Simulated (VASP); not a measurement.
# Si (Immm) in VASP: further runs

Si is run at these levels: LDA; tasks: single point.

All numbers are computed with VASP 6.6.1; they aren't measurements. Logs are shortened: lines on timing, memory, paths and dates and some standing lists are left out, and cuts for length are marked.

## Step 1: The cell of the first run

Symmetry: Immm, No. 71, orthorhombic system. The conventional cell has a = 2.641 Å, b = 2.928 Å, c = 3.579 Å, α = 90.00°, β = 90.00°, γ = 90.00°. Within 3.5 Å of Si (site symmetry mmm) lie 12 Si at 2.64 to 2.93 Å.

## Step 2: Single point, LDA (strain -0.1000 x Voigt [1, -1, 0, 0, 0, 0])

Contents of INCAR:

```
  PREC = Accurate
  ENCUT = 520
  EDIFF = 1E-6
  ISMEAR = 0
  SIGMA = 0.15
  LREAL = False
  LASPH = True
  NELM = 100
  ALGO = Normal
  ISIF = 2
  LWAVE = False
  LCHARG = False
  GGA = CA
  NBANDS = 8
```

Contents of KPOINTS:

```
Automatic mesh
0
Gamma
  22 22 22
```

Contents of POSCAR:

```
Si
1.0
   -1.4642234370      1.7896064230      1.3203298500
    1.4642234370     -1.7896064230      1.3203298500
    1.4642234370      1.7896064230     -1.3203298500
Si
1
Direct
    0.0000000000      0.0000000000      0.0000000000
```

Potentials or basis: VASP PAW LDA potentials, release 64 (Si).

On the command line:

```console
$ cat potpaw_LDA.64/Si/POTCAR > POTCAR
$ mpirun -np 1 vasp_std > vasp.out
```

OUTCAR:

```text
PREC = Accurate
   ENCUT = 520
   EDIFF = 1E-6
   ISMEAR = 0
   LREAL = False
   LASPH = True
   NELM = 100
   ISIF = 2
   GGA = CA

 ion  position               nearest neighbor table
   1  0.000  0.000  0.000-

  LATTYP: Found a body centered orthorhombic cell.
 ALAT       =     2.6406597000
 B/A-ratio  =     1.1089830598
 C/A-ratio  =     1.3554237398

  Lattice vectors:

 A1 = (   1.4642234370,  -1.7896064230,   1.3203298500)
 A2 = (  -1.4642234370,  -1.7896064230,  -1.3203298500)
 A3 = (   1.4642234370,   1.7896064230,  -1.3203298500)

Analysis of symmetry for initial positions (statically):
=====================================================================
 Subroutine PRICEL returns:
 Original cell was already a primitive cell.

 Routine SETGRP: Setting up the symmetry group for a
 body centered orthorhombic supercell.

 Subroutine GETGRP returns: Found  8 space group operations
 (whereof  8 operations were pure point group operations)
 out of a pool of  8 trial point group operations.

The static configuration has the point symmetry D_2h.

Analysis of symmetry for dynamics (positions and initial velocities):
=====================================================================
 Subroutine PRICEL returns:
 Original cell was already a primitive cell.

 Routine SETGRP: Setting up the symmetry group for a
 body centered orthorhombic supercell.

 Subroutine GETGRP returns: Found  8 space group operations
 (whereof  8 operations were pure point group operations)
 out of a pool of  8 trial point group operations.

The dynamic configuration has the point symmetry D_2h.

 Subroutine INISYM returns: Found  8 space group operations
 (whereof  8 operations are pure point group operations),
 and found     1 'primitive' translations

----------------------------------------------------------------------------------------

                                     Primitive cell

  volume of cell :      13.8391

  direct lattice vectors                    reciprocal lattice vectors
    -1.464223437  1.789606423  1.320329850     0.000000000  0.279391040  0.378693249
     1.464223437 -1.789606423  1.320329850     0.341477938  0.000000000  0.378693249
     1.464223437  1.789606423 -1.320329850     0.341477938  0.279391040  0.000000000

  length of vectors
     2.662688930  2.662688930  2.662688930     0.470603793  0.509917404  0.441210308

  position of ions in fractional coordinates (direct lattice)
     0.000000000  0.000000000  0.000000000

  ion indices of the primitive-cell ions
   primitive index   ion index
                 1           1

----------------------------------------------------------------------------------------

 KPOINTS: Automatic mesh

Automatic generation of k-mesh.
 Grid dimensions read from file:
 generate k-points for:   22   22   22

 Generating k-lattice:

  Cartesian coordinates                     Fractional coordinates (reciprocal lattice)
     0.000000000  0.012699593  0.017213329     0.045454545  0.000000000 -0.000000000
     0.015521724  0.000000000  0.017213329     0.000000000  0.045454545  0.000000000
     0.015521724  0.012699593  0.000000000    -0.000000000  0.000000000  0.045454545

  Length of vectors
     0.021391081  0.023178064  0.020055014

  Shift w.r.t. Gamma in fractional coordinates (k-lattice)
     0.000000000  0.000000000  0.000000000

 Subroutine IBZKPT returns following result:
 ===========================================

 Found   1530 irreducible k-points:

 Following reciprocal coordinates:
            Coordinates               Weight
  0.000000  0.000000  0.000000      1.000000
  0.045455  0.000000 -0.000000      4.000000
  0.090909  0.000000 -0.000000      4.000000
  0.136364  0.000000  0.000000      4.000000
  0.181818 -0.000000  0.000000      4.000000
  0.227273  0.000000  0.000000      4.000000
[... 16 lines left out ...]
  0.454545  0.045455  0.000000      8.000000
  0.500000  0.045455  0.000000      8.000000
 [... further k-points ...]
   k-points           NKPTS =   1530   k-points in BZ     NKDIM =   1530   number of bands    NBANDS=      8
   number of dos      NEDOS =    301   number of ions     NIONS =      1
   total plane-waves  NPLWV =   8000
   dimension x,y,z NGX =    20 NGY =   20 NGZ =   20
   dimension x,y,z NGXF=    40 NGYF=   40 NGZF=   40
   ions per type =               1
   NGX,Y,Z   is equivalent  to a cutoff of  12.49, 12.49, 12.49 a.u.
   NGXF,Y,Z  is equivalent  to a cutoff of  24.97, 24.97, 24.97 a.u.
 SYSTEM =  unknown system
   PREC   = accura    normal or accurate (medium, high low for compatibility)
   ISTART =      0    job   : 0-new  1-cont  2-samecut
   ICHARG =      2    charge: 1-file 2-atom 10-const
   ISPIN  =      1    spin polarized calculation?
   LNONCOLLINEAR =      F non collinear calculations
   LSORBIT =      F    spin-orbit coupling
   LASPH  =      T    aspherical Exc in radial PAW
   ENCUT  =  520.0 eV  38.22 Ry    6.18 a.u.   4.95  4.95  4.95*2*pi/ulx,y,z
   NELM   =    100;   NELMIN=  2; NELMDL= -5     # of ELM steps
   EDIFF  = 0.1E-05   stopping-criterion for ELM
   LREAL  =      F    real-space projection
   EDIFFG = 0.1E-04   stopping-criterion for IOM
   NSW    =      0    number of steps for IOM
   IBRION =     -1    ionic relax: 0-MD 1-quasi-New 2-CG
   NFREE  =      0    steps in history (QN), initial steepest desc. (CG)
   ISIF   =      2    stress and relaxation
   ISYM   =      2    0-nonsym 1-usesym 2-fastsym
   POTIM  = 0.5000    time-step for ionic-motion
   TEBEG  =    0.0;   TEEND  =   0.0 temperature during run
   PSTRESS=    0.0 pullay stress
   NELECT =       4.0000    total number of electrons
   NUPDOWN=      -1.0000    fix difference up-down
   EMIN   =  10.00;   EMAX   =-10.00  energy-range for DOS
   EFERMI =   0.00;   METHOD = LEGACY
   ISMEAR =     0;   SIGMA  =   0.15  broadening in eV -4-tet -1-fermi 0-gaus
   EFERMI_NEDOS =   21; number of points for ismear=-14 and -15
   IALGO  =     38    algorithm
   IMIX   =      4    mixing-type and parameters
     AMIX     =   0.40;   BMIX     =  1.00
     AMIX_MAG =   1.60;   BMIX_MAG =  1.00
  volume/ion in A,a.u.               =      13.84        93.39
  Fermi-wavevector in a.u.,A,eV,Ry     =   1.082411  2.045461 15.940784  1.171615
  Thomas-Fermi vector in A             =   2.218452
   LORBIT       =      0    0 simple, 1 ext, 2 COOP (PROOUT), +10 PAW based schemes
   GGA     = CA    functional components
   LHFCALC =     F    Hartree Fock is set to
   AEXX    =    0.0000 exact exchange contribution
   IVDW    =     0    specifies the selected vdW correction
   LEPSILON=     F    determine dielectric tensor
   LRPA    =     F    only Hartree local field effects (RPA)
 non-spin polarized calculation
 Gauss-broadening in eV      SIGMA  =   0.15
  energy-cutoff  :      520.00
  volume of cell :       13.84
 maximum number of plane-waves:       391
   NGX =  9   NGY =  9   NGZ =  9

 number of electron       4.0000000 magnetization

 Free energy of the ion-electron system (eV)
  ---------------------------------------------------
  ext. energy  EPLUGINS =         0.00000000
  ---------------------------------------------------
  free energy    TOTEN  =        -5.51712100 eV

  energy without entropy =       -5.51189830  energy(sigma->0) =       -5.51450965

 E-fermi :  10.7420     XC(G=0): -11.4405

 val. band max:       10.7399213345   @ k =  -0.2273  -0.3636   0.2273
 cond. band min:      10.7439875503   @ k =  -0.2727  -0.1818   0.1818
 fundamental gap:      0.0040662158
 Fermi energy:        10.7420074367

 k-point     1 :       0.0000    0.0000    0.0000
  band No.  band energies     occupation
      1      -4.0904      2.00000
      2      20.9777      0.00000
      3      21.0378      0.00000
      4      21.5968      0.00000
      5      23.3548      0.00000
      6      23.7995      0.00000
      7      24.2377      0.00000
      8      28.0745      0.00000

 k-point     2 :       0.0455    0.0000   -0.0000
  band No.  band energies     occupation
      1      -4.0241      2.00000
      2      20.1858      0.00000
      3      21.3299      0.00000
      4      21.9107      0.00000
      5      22.2699      0.00000
      6      24.0993      0.00000
      7      24.6553      0.00000
      8      27.7136      0.00000

 k-point     3 :       0.0909    0.0000   -0.0000
  band No.  band energies     occupation
      1      -3.8251      2.00000
      2      19.4645      0.00000
      3      20.2209      0.00000
      4      21.0420      0.00000
      5      22.8345      0.00000
      6      24.4960      0.00000
      7      25.1561      0.00000
      8      26.9292      0.00000

 k-point     4 :       0.1364    0.0000    0.0000
  band No.  band energies     occupation
      1      -3.4939      2.00000
      2      18.2376      0.00000
      3      18.8502      0.00000
      4      20.4958      0.00000
      5      23.5420      0.00000
      6      24.4967      0.00000
      7      25.9946      0.00000
      8      26.2982      0.00000

 k-point     5 :       0.1818   -0.0000    0.0000
  band No.  band energies     occupation
      1      -3.0311      2.00000
      2      16.1757      0.00000
      3      18.3456      0.00000
      4      20.0604      0.00000
      5      23.4479      0.00000
      6      24.3309      0.00000
      7      26.5710      0.00000
      8      26.5711      0.00000
[... 177 lines left out ...]
 k-point    22 :       0.4091    0.0455    0.0000
  band No.  band energies     occupation
      1       2.0436      2.00000
      2       5.8322      2.00000
      3      17.1872      0.00000
      4      18.1178      0.00000
      5      20.4290      0.00000
      6      22.2034      0.00000
      7      24.8504      0.00000
      8      28.8136      0.00000

 k-point    23 :       0.4545    0.0455    0.0000
  band No.  band energies     occupation
      1       3.3452      2.00000
      2       4.3319      2.00000
      3      16.9452      0.00000
      4      18.1603      0.00000
      5      20.3907      0.00000
      6      22.0793      0.00000
      7      25.1133      0.00000
      8      28.3528      0.00000

 k-point    24 :       0.5000    0.0455    0.0000
  band No.  band energies     occupation
      1       2.9462      2.00000
      2       4.7659      2.00000
      3      16.6877      0.00000
      4      18.3885      0.00000
      5      20.3682      0.00000
      6      22.2065      0.00000
      7      25.3897      0.00000
      8      28.1097      0.00000

 [... further k-points ...]
[... 5 lines left out ...]
  --------------------------------------------------------------------------------------
  -------------------------------------------------------------------------------------
  Total        0.2453594     -0.1114475      0.1301594      0.0000000      0.0000000     -0.0000000
  in kB       28.4057275    -12.9024928     15.0688046      0.0000000      0.0000000     -0.0000000
  external PRESSURE =      10.1906798 kB  Pullay stress =       0.0000000 kB

 VOLUME and BASIS-vectors are now :
 -----------------------------------------------------------------------------
  energy-cutoff  :      520.00
  volume of cell :       13.84
      direct lattice vectors                 reciprocal lattice vectors
    -1.464223437  1.789606423  1.320329850     0.000000000  0.279391040  0.378693249
     1.464223437 -1.789606423  1.320329850     0.341477938  0.000000000  0.378693249
     1.464223437  1.789606423 -1.320329850     0.341477938  0.279391040  0.000000000

 POSITION                                       TOTAL-FORCE (eV/Angst)
 -----------------------------------------------------------------------------------
      0.00000      0.00000      0.00000        -0.000000      0.000000     -0.000000
 -----------------------------------------------------------------------------------
    total drift:                                0.000000      0.000000     -0.000000

  FREE ENERGIE OF THE ION-ELECTRON SYSTEM (eV)
  ---------------------------------------------------
  free  energy   TOTEN  =        -5.5171210008 eV

  energy  without entropy=       -5.5118983039  energy(sigma->0) =       -5.51450965
```

Wall time 38 s (1 thread of Intel Xeon 6975P-C (Granite Rapids), shared host); peak memory 0.24 GiB.

Results:

| Property | Result |
| --- | --- |
| Free energy | -5.5171 eV |
| Pressure | 1.0 GPa |
| Band gap on the k mesh | zero (band 2 reaches 20.98 eV, above the bottom of band 3 at 7.29 eV) |

Stress tensor (GPa, compression positive):
```
 2.84  0.00  0.00
 0.00 -1.29  0.00
 0.00  0.00  1.51
```

Caveat: the cell differs from its parent crystal (strain -0.1000 x Voigt [1, -1, 0, 0, 0, 0]).

## Step 3: Single point, LDA (strain +0.0750 x Voigt [1, -1, 0, 0, 0, 0])

Contents of INCAR:

```
SYSTEM = Si
  ALGO = Normal
  EDIFF = 1E-6
  ENCUT = 520
  GGA = CA
  ISIF = 2
  ISMEAR = 0
  LASPH = .TRUE.
  LCHARG = .FALSE.
  LREAL = .FALSE.
  LWAVE = .FALSE.
  NBANDS = 8
  NELM = 60
  PREC = Accurate
  SIGMA = 0.15
```

Contents of KPOINTS:

```
k-points
0
G
  22 22 22
  0 0 0
```

Contents of POSCAR:

```
Si
1.0
   -1.7489335498      1.5048963103      1.3203298500
    1.7489335498     -1.5048963103      1.3203298500
    1.7489335498      1.5048963103     -1.3203298500
Si
1
Direct
    0.0000000000      0.0000000000      0.0000000000
```

Potentials or basis: VASP PAW LDA potentials, release 64 (Si).

On the command line:

```console
$ cat potpaw_LDA.64/Si/POTCAR > POTCAR
$ mpirun -np 1 vasp_std > vasp.out
```

Run time: 39 s. Hardware: 1 thread of Intel Xeon 6975P-C (Granite Rapids), shared host; peak memory 0.23 GiB.

The run converged. Its results:

```yaml
Free_energy: -5.5303 eV
Pressure: 0.6 GPa
Band_gap_on_the_k_mesh: zero (band 2 reaches 20.74 eV, above the bottom of band 3 at 7.12 eV)
```

Stress tensor (GPa, compression positive):
```
-2.38  0.00  0.00
 0.00  3.72  0.00
 0.00  0.00  0.58
```

Levels at points of the mesh, in eV from the Fermi level:
```csv
k point,band 1,band 2,band 3,band 4,band 5,band 6
"(0.00, 0.00, 0.00)",-14.76,9.99,10.07,10.59,12.78,13.33
"(0.50, 0.00, 0.00)",-6.08,-5.44,3.85,4.97,5.20,8.16
"(0.00, 0.50, 0.00)",-6.79,-6.74,6.12,7.91,8.07,10.57
"(0.50, 0.50, 0.00)",-8.44,-7.38,9.01,10.96,11.47,11.68
"(0.50, 0.50, 0.50)",-4.03,-2.52,-0.39,2.28,4.08,6.60
```

Caveat: the cell differs from its parent crystal (strain +0.0750 x Voigt [1, -1, 0, 0, 0, 0]).

## Step 4: Single point, LDA (strain -0.0500 x Voigt [1, -1, 0, 0, 0, 0])

Contents of INCAR:

```
SYSTEM = Si
ALGO = Normal
EDIFF = 1E-7
ENCUT = 520
GGA = CA
ISIF = 2
ISMEAR = 0
LASPH = .TRUE.
LCHARG = .FALSE.
LREAL = .FALSE.
LWAVE = .FALSE.
NBANDS = 8
NELM = 100
PREC = Accurate
SIGMA = 0.15
```

KPOINTS is that of step 3.

Contents of POSCAR:

```
Si
1.0
   -1.5455691835      1.7082606765      1.3203298500
    1.5455691835     -1.7082606765      1.3203298500
    1.5455691835      1.7082606765     -1.3203298500
Si
1
Direct
    0.0000000000      0.0000000000      0.0000000000
```

On the command line:

```console
$ cat potpaw_LDA.64/Si/POTCAR > POTCAR
$ mpirun -np 1 vasp_std > vasp.out
```

It took 39 s on 1 thread of Intel Xeon 6975P-C (Granite Rapids), shared host; peak memory 0.23 GiB.

The run converged. Its results:

```
Free energy            : -5.5468 eV
Pressure               : 0.2 GPa
Band gap on the k mesh : zero (band 2 reaches 20.52 eV, above the bottom of band 3 at 7.05 eV)
```

Stress tensor (GPa, compression positive):
```
 4.53  0.00  0.00
 0.00 -3.31  0.00
 0.00  0.00 -0.51
```

Levels at points of the mesh, in eV from the Fermi level:
| k point | band 1 | band 2 | band 3 | band 4 | band 5 | band 6 | band 7 |
| --- | --- | --- | --- | --- | --- | --- | --- |
| (0.00, 0.00, 0.00) | -14.72 | 9.77 | 9.98 | 10.35 | 12.89 | 13.52 | 14.30 |
| (0.50, 0.00, 0.00) | -6.66 | -6.51 | 5.61 | 7.34 | 7.59 | 10.13 | 16.57 |
| (0.00, 0.50, 0.00) | -6.19 | -5.65 | 4.11 | 5.48 | 5.54 | 8.52 | 20.86 |
| (0.50, 0.50, 0.00) | -8.48 | -7.37 | 8.98 | 11.32 | 11.48 | 11.75 | 16.04 |
| (0.50, 0.50, 0.50) | -3.51 | -2.03 | -1.10 | 1.77 | 4.12 | 6.58 | 24.85 |

Caveat: the cell differs from its parent crystal (strain -0.0500 x Voigt [1, -1, 0, 0, 0, 0]).

(Continued in part 2 of 2.)
